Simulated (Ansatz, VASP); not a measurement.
CsIn in VASP and in Ansatz

```
Cs In
1.0
     4.10040    0.00000    0.00000
    -2.05020    3.55105    0.00000
     0.00000    0.00000   13.74211
Cs In
2 2
Direct
  0.33333 0.66667 0.05419
  0.66667 0.33333 0.55419
  0.33333 0.66667 0.32791
  0.66667 0.33333 0.82791
```

Alike in both runs: functional PBE; k mesh 6 × 6 × 2; occupations gaussian, width 0.1 eV; no spin polarisation.

Ansatz relaxed the structure, and its values are those at the end. VASP's run is a single point on that final structure, the one shown.

|  | VASP | Ansatz |
| --- | --- | --- |
| version | VASP 6.6.1 | Ansatz 0.2.0 |
| potentials or method | VASP PAW PBE potentials, release 64 (Cs_sv, In_d), cutoff 520 eV | scalar-relativistic, plane waves, PAW |
| valence electrons in the cell | 44 | 44 |

VASP gave:

| Item | Value |
| --- | --- |
| gap on the k mesh at the Fermi level (eV) | none |
| pressure (GPa) | -0.1 |
| rms of the force components (eV/Å) | 0.001 |

Task: Which values does Ansatz return?

Result: gap on the k mesh at the Fermi level (eV): none; pressure (GPa): -0.1; rms of the force components (eV/Å): 0.003.

A gap of «none» marks a metal or a gap that the smearing closes.

Spin-orbit coupling is off throughout.
